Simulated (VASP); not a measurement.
# TaBiTe4 (Cmmm) in VASP: further runs

The runs below take TaBiTe4 through single point, relaxation of cell and atoms, with PBE.

All numbers are computed with VASP 6.6.1; they aren't measurements. Logs are shortened: lines on timing, memory, paths and dates and some standing lists are left out, and cuts for length are marked.

## (1) The cell of the first run

The structure is orthorhombic, space group Cmmm (No. 65). The conventional cell has a = 10.155 Å, b = 10.205 Å, c = 4.131 Å, α = 90.00°, β = 90.00°, γ = 90.00°. Within 3.7 Å of Ta (site symmetry mmm) lie 6 Te at 2.79 to 2.80 Å. Bi (site symmetry mmm) has 6 Te at 3.08 to 3.22 Å and 2 Bi at 4.13 Å within 4.2 Å. Within 4.2 Å of Te (site symmetry m2m) lie 2 Ta at 2.80 Å and 1 Bi at 3.22 Å and 7 Te at 3.77 to 4.13 Å. Te (site symmetry 2mm) has 1 Ta at 2.79 Å and 2 Bi at 3.08 Å within 3.7 Å.

## (2) Single point, PBE

Contents of INCAR:

```
PREC = Accurate
ENCUT = 520
EDIFF = 1E-7
ISMEAR = 0
SIGMA = 0.1
LREAL = F
LASPH = T
NELM = 100
ALGO = Normal
ISIF = 2
LWAVE = F
LCHARG = F
GGA = PE
NBANDS = 34
```

Contents of KPOINTS:

```
regular mesh
0
Gamma
  4 4 4
```

Contents of POSCAR:

```
TaBiTe4
1.0
    5.0774704380     -5.1025460713      0.0000000000
    5.0774704380      5.1025460713      0.0000000000
    0.0000000000      0.0000000000      4.1306036959
Ta Bi Te
1 1 4
Direct
    0.5000000000      0.5000000000      0.5000000000
    0.0000000000      0.0000000000      0.0000000000
    0.6846825891      0.3153174109      0.0000000000
    0.3153174109      0.6846825891      0.0000000000
    0.7747935986      0.7747935986      0.5000000000
    0.2252064014      0.2252064014      0.5000000000
```

Potentials or basis: VASP PAW PBE potentials, release 64 (Ta_pv, Bi_d, Te).

Launch:

```
cat potpaw_PBE.64/Ta_pv/POTCAR potpaw_PBE.64/Bi_d/POTCAR potpaw_PBE.64/Te/POTCAR > POTCAR
mpirun -np 1 vasp_std > vasp.out
```

OUTCAR:

```text
PREC = Accurate
   ENCUT = 520
   EDIFF = 1E-7
   ISMEAR = 0
   LREAL = F
   LASPH = T
   NELM = 100
   ISIF = 2
   GGA = PE

 ion  position               nearest neighbor table
   1  0.500  0.500  0.500-   5 2.79   6 2.79   3 2.80   4 2.80   3 2.80   4 2.80
   2  0.000  0.000  0.000-   5 3.08   6 3.08   5 3.08   6 3.08   3 3.22   4 3.22
   3  0.685  0.315  0.000-   1 2.80   1 2.80   2 3.22
   4  0.315  0.685  0.000-   1 2.80   1 2.80   2 3.22
   5  0.775  0.775  0.500-   1 2.79   2 3.08   2 3.08
   6  0.225  0.225  0.500-   1 2.79   2 3.08   2 3.08

  LATTYP: Found a base centered orthorhombic cell.
 ALAT       =    10.1549408760
 B/A-ratio  =     1.0049386074
 C/A-ratio  =     0.4067580251

  Lattice vectors:

 A1 = (   5.0774704380,  -5.1025460713,   0.0000000000)
 A2 = (   5.0774704380,   5.1025460713,   0.0000000000)
 A3 = (   0.0000000000,   0.0000000000,   4.1306036959)

Analysis of symmetry for initial positions (statically):
=====================================================================
 Subroutine PRICEL returns:
 Original cell was already a primitive cell.

 Routine SETGRP: Setting up the symmetry group for a
 base centered orthorhombic supercell.

 Subroutine GETGRP returns: Found  8 space group operations
 (whereof  8 operations were pure point group operations)
 out of a pool of  8 trial point group operations.

The static configuration has the point symmetry D_2h.

Analysis of symmetry for dynamics (positions and initial velocities):
=====================================================================
 Subroutine PRICEL returns:
 Original cell was already a primitive cell.

 Routine SETGRP: Setting up the symmetry group for a
 base centered orthorhombic supercell.

 Subroutine GETGRP returns: Found  8 space group operations
 (whereof  8 operations were pure point group operations)
 out of a pool of  8 trial point group operations.

The dynamic configuration has the point symmetry D_2h.

 Subroutine INISYM returns: Found  8 space group operations
 (whereof  8 operations are pure point group operations),
 and found     1 'primitive' translations

----------------------------------------------------------------------------------------

                                     Primitive cell

  volume of cell :     214.0316

  direct lattice vectors                    reciprocal lattice vectors
     5.077470438 -5.102546071  0.000000000     0.098474232 -0.097990296  0.000000000
     5.077470438  5.102546071  0.000000000     0.098474232  0.097990296  0.000000000
     0.000000000  0.000000000  4.130603696     0.000000000  0.000000000  0.242095363

  length of vectors
     7.198380544  7.198380544  4.130603696     0.138921821  0.138921821  0.242095363

  position of ions in fractional coordinates (direct lattice)
     0.500000000  0.500000000  0.500000000
     0.000000000  0.000000000  0.000000000
     0.684682589  0.315317411  0.000000000
     0.315317411  0.684682589  0.000000000
     0.774793599  0.774793599  0.500000000
     0.225206401  0.225206401  0.500000000

  ion indices of the primitive-cell ions
   primitive index   ion index
                 1           1
                 2           2
                 3           3
                 4           4
                 5           5
                 6           6

----------------------------------------------------------------------------------------

 KPOINTS: regular mesh

Automatic generation of k-mesh.
 Grid dimensions read from file:
 generate k-points for:    4    4    4

 Generating k-lattice:

  Cartesian coordinates                     Fractional coordinates (reciprocal lattice)
     0.024618558 -0.024497574  0.000000000     0.250000000  0.000000000  0.000000000
     0.024618558  0.024497574  0.000000000     0.000000000  0.250000000  0.000000000
     0.000000000  0.000000000  0.060523841     0.000000000  0.000000000  0.250000000

  Length of vectors
     0.034730455  0.034730455  0.060523841

  Shift w.r.t. Gamma in fractional coordinates (k-lattice)
     0.000000000  0.000000000  0.000000000

 Subroutine IBZKPT returns following result:
 ===========================================

 Found     21 irreducible k-points:

 Following reciprocal coordinates:
            Coordinates               Weight
  0.000000  0.000000  0.000000      1.000000
  0.250000  0.000000  0.000000      4.000000
  0.500000  0.000000  0.000000      2.000000
  0.250000  0.250000  0.000000      2.000000
  0.500000  0.250000  0.000000      4.000000
 -0.250000  0.250000  0.000000      2.000000
[... 13 lines left out ...]
 -0.250000  0.250000  0.500000      2.000000
  0.500000  0.500000  0.500000      1.000000
   k-points           NKPTS =     21   k-points in BZ     NKDIM =     21   number of bands    NBANDS=     34
   number of dos      NEDOS =    301   number of ions     NIONS =      6
   total plane-waves  NPLWV =  93312
   dimension x,y,z NGX =    54 NGY =   54 NGZ =   32
   dimension x,y,z NGXF=   108 NGYF=  108 NGZF=   64
   ions per type =               1   1   4
   NGX,Y,Z   is equivalent  to a cutoff of  12.47, 12.47, 12.88 a.u.
   NGXF,Y,Z  is equivalent  to a cutoff of  24.94, 24.94, 25.76 a.u.
 SYSTEM =  unknown system
   PREC   = accura    normal or accurate (medium, high low for compatibility)
   ISTART =      0    job   : 0-new  1-cont  2-samecut
   ICHARG =      2    charge: 1-file 2-atom 10-const
   ISPIN  =      1    spin polarized calculation?
   LNONCOLLINEAR =      F non collinear calculations
   LSORBIT =      F    spin-orbit coupling
   LASPH  =      T    aspherical Exc in radial PAW
   ENCUT  =  520.0 eV  38.22 Ry    6.18 a.u.  13.38 13.38  7.68*2*pi/ulx,y,z
   NELM   =    100;   NELMIN=  2; NELMDL= -5     # of ELM steps
   EDIFF  = 0.1E-06   stopping-criterion for ELM
   LREAL  =      F    real-space projection
   EDIFFG = 0.1E-05   stopping-criterion for IOM
   NSW    =      0    number of steps for IOM
   IBRION =     -1    ionic relax: 0-MD 1-quasi-New 2-CG
   NFREE  =      0    steps in history (QN), initial steepest desc. (CG)
   ISIF   =      2    stress and relaxation
   ISYM   =      2    0-nonsym 1-usesym 2-fastsym
   POTIM  = 0.5000    time-step for ionic-motion
   TEBEG  =    0.0;   TEEND  =   0.0 temperature during run
   PSTRESS=    0.0 pullay stress
   NELECT =      50.0000    total number of electrons
   NUPDOWN=      -1.0000    fix difference up-down
   EMIN   =  10.00;   EMAX   =-10.00  energy-range for DOS
   EFERMI =   0.00;   METHOD = LEGACY
   ISMEAR =     0;   SIGMA  =   0.10  broadening in eV -4-tet -1-fermi 0-gaus
   EFERMI_NEDOS =   21; number of points for ismear=-14 and -15
   IALGO  =     38    algorithm
   IMIX   =      4    mixing-type and parameters
     AMIX     =   0.40;   BMIX     =  1.00
     AMIX_MAG =   1.60;   BMIX_MAG =  1.00
  volume/ion in A,a.u.               =      35.67       240.73
  Fermi-wavevector in a.u.,A,eV,Ry     =   1.008259  1.905334 13.831502  1.016587
  Thomas-Fermi vector in A             =   2.141115
   LORBIT       =      0    0 simple, 1 ext, 2 COOP (PROOUT), +10 PAW based schemes
   GGA     = PE    functional components
   LHFCALC =     F    Hartree Fock is set to
   AEXX    =    0.0000 exact exchange contribution
   IVDW    =     0    specifies the selected vdW correction
   LEPSILON=     F    determine dielectric tensor
   LRPA    =     F    only Hartree local field effects (RPA)
 non-spin polarized calculation
 Gauss-broadening in eV      SIGMA  =   0.10
  energy-cutoff  :      520.00
  volume of cell :      214.03
 maximum number of plane-waves:      5786
 NGX is ok and might be reduce to    54
   NGX = 27   NGY = 27   NGZ = 15

 number of electron      50.0000006 magnetization

 Free energy of the ion-electron system (eV)
  ---------------------------------------------------
  ext. energy  EPLUGINS =         0.00000000
  ---------------------------------------------------
  free energy    TOTEN  =       -28.32105945 eV

  energy without entropy =      -28.30405424  energy(sigma->0) =      -28.31255684

 E-fermi :   4.4377     XC(G=0):  -8.8202

 val. band max:        4.4129968710   @ k =   0.0000   0.0000   0.2500
 cond. band min:       4.4392981432   @ k =   0.0000   0.0000   0.0000
 fundamental gap:      0.0263012722
 Fermi energy:         4.4376878905

 k-point     1 :       0.0000    0.0000    0.0000
  band No.  band energies     occupation
      1     -31.0016      2.00000
      2     -30.9939      2.00000
      3     -30.9350      2.00000
      4     -18.8387      2.00000
      5     -18.8072      2.00000
      6     -18.7860      2.00000
[... 26 lines left out ...]
     33       8.1942      0.00000
     34       8.9011      0.00000

 k-point     2 :       0.2500    0.0000    0.0000
  band No.  band energies     occupation
      1     -31.0016      2.00000
      2     -30.9939      2.00000
      3     -30.9350      2.00000
      4     -18.8387      2.00000
      5     -18.8072      2.00000
      6     -18.7860      2.00000
[... 26 lines left out ...]
     33       8.3404      0.00000
     34       9.2176      0.00000

 k-point     3 :       0.5000    0.0000    0.0000
  band No.  band energies     occupation
      1     -31.0016      2.00000
      2     -30.9939      2.00000
      3     -30.9350      2.00000
      4     -18.8387      2.00000
      5     -18.8072      2.00000
      6     -18.7860      2.00000
[... 26 lines left out ...]
     33       8.5272      0.00000
     34       8.8963      0.00000
[... 593 lines left out ...]
 k-point    20 :      -0.2500    0.2500    0.5000
  band No.  band energies     occupation
      1     -31.0232      2.00000
      2     -30.9926      2.00000
      3     -30.9304      2.00000
      4     -18.8229      2.00000
      5     -18.8139      2.00000
      6     -18.7940      2.00000
[... 26 lines left out ...]
     33       8.4984      0.00000
     34      10.1417      0.00000

 k-point    21 :       0.5000    0.5000    0.5000
  band No.  band energies     occupation
      1     -31.0232      2.00000
      2     -30.9926      2.00000
      3     -30.9304      2.00000
      4     -18.8229      2.00000
      5     -18.8139      2.00000
      6     -18.7941      2.00000
[... 26 lines left out ...]
     33       8.9582      0.00000
     34       9.0026      0.00000

------------------------ aborting loop because EDIFF is reached ----------------------------------------

  FORCE on cell =-STRESS in cart. coord.  units (eV):
  Direction    XX          YY          ZZ          XY          YZ          ZX
  --------------------------------------------------------------------------------------
  -------------------------------------------------------------------------------------
  Total       -0.1858175      0.0336448     -0.0529815     -0.0000000      0.0000000      0.0000000
  in kB       -1.3909749      0.2518554     -0.3966038     -0.0000000      0.0000000      0.0000000
  external PRESSURE =      -0.5119078 kB  Pullay stress =       0.0000000 kB

 VOLUME and BASIS-vectors are now :
 -----------------------------------------------------------------------------
  energy-cutoff  :      520.00
  volume of cell :      214.03
      direct lattice vectors                 reciprocal lattice vectors
     5.077470438 -5.102546071  0.000000000     0.098474232 -0.097990296  0.000000000
     5.077470438  5.102546071  0.000000000     0.098474232  0.097990296  0.000000000
     0.000000000  0.000000000  4.130603696     0.000000000  0.000000000  0.242095363

 POSITION                                       TOTAL-FORCE (eV/Angst)
 -----------------------------------------------------------------------------------
      5.07747      0.00000      2.06530        -0.000000     -0.000000      0.000000
      0.00000      0.00000      0.00000        -0.000000     -0.000000      0.000000
      5.07747     -1.88470      0.00000        -0.000000      0.008581      0.000000
      5.07747      1.88470      0.00000        -0.000000     -0.008581      0.000000
      7.86798      0.00000      2.06530        -0.015048     -0.000000      0.000000
      2.28696      0.00000      2.06530         0.015048     -0.000000      0.000000
 -----------------------------------------------------------------------------------
    total drift:                                0.000000     -0.000000      0.000000

  FREE ENERGIE OF THE ION-ELECTRON SYSTEM (eV)
  ---------------------------------------------------
  free  energy   TOTEN  =       -28.3210594512 eV

  energy  without entropy=      -28.3040542385  energy(sigma->0) =      -28.31255684
```

Run time: 2 min. Hardware: 1 thread of Intel Xeon Platinum 8488C (Sapphire Rapids), shared host; peak memory 0.38 GiB.

What came out:

```
Free energy            : -28.3211 eV
Pressure               : -0.1 GPa
Largest force          : 0.015 eV/Å
Band gap on the k mesh : zero (bands 25 and 26 overlap by 0.18 eV)
```

Forces on the atoms (eV/Å):
```
Ta   0.000  0.000  0.000
Bi   0.000  0.000  0.000
Te   0.000  0.009  0.000
Te   0.000 -0.009  0.000
Te  -0.015  0.000  0.000
Te   0.015  0.000  0.000
```

Stress tensor (GPa, compression positive):
```
-0.14  0.00  0.00
 0.00  0.03  0.00
 0.00  0.00 -0.04
```

Levels at points of the mesh, in eV from the Fermi level:
```csv
k point,band 21,band 22,band 23,band 24,band 25,band 26,band 27,band 28,band 29,band 30
"(0.00, 0.00, 0.00)",-1.13,-0.51,-0.41,-0.18,0.00,0.32,1.21,1.22,2.13,2.31
"(0.50, 0.00, 0.00)",-1.19,-1.12,-0.74,0.04,0.04,0.06,0.09,1.11,1.58,1.88
"(0.50, 0.50, 0.00)",-1.57,-1.31,-1.17,-0.98,-0.71,0.03,1.21,1.95,2.55,2.65
"(0.00, 0.00, 0.50)",-1.98,-1.83,-1.34,-1.16,-0.89,0.37,0.68,0.99,1.07,1.58
"(0.50, 0.00, 0.50)",-2.09,-1.77,-0.92,-0.59,-0.27,0.58,0.82,1.05,1.24,2.14
"(0.50, 0.50, 0.50)",-1.75,-1.46,-1.29,-0.77,-0.40,0.33,0.68,0.91,0.91,1.10
```

Caveat: the k points lie up to 0.38 Å⁻¹ apart; spin-orbit coupling is left out, which moves the levels of the heavy elements.

(Part 1 of 2 ends here.)
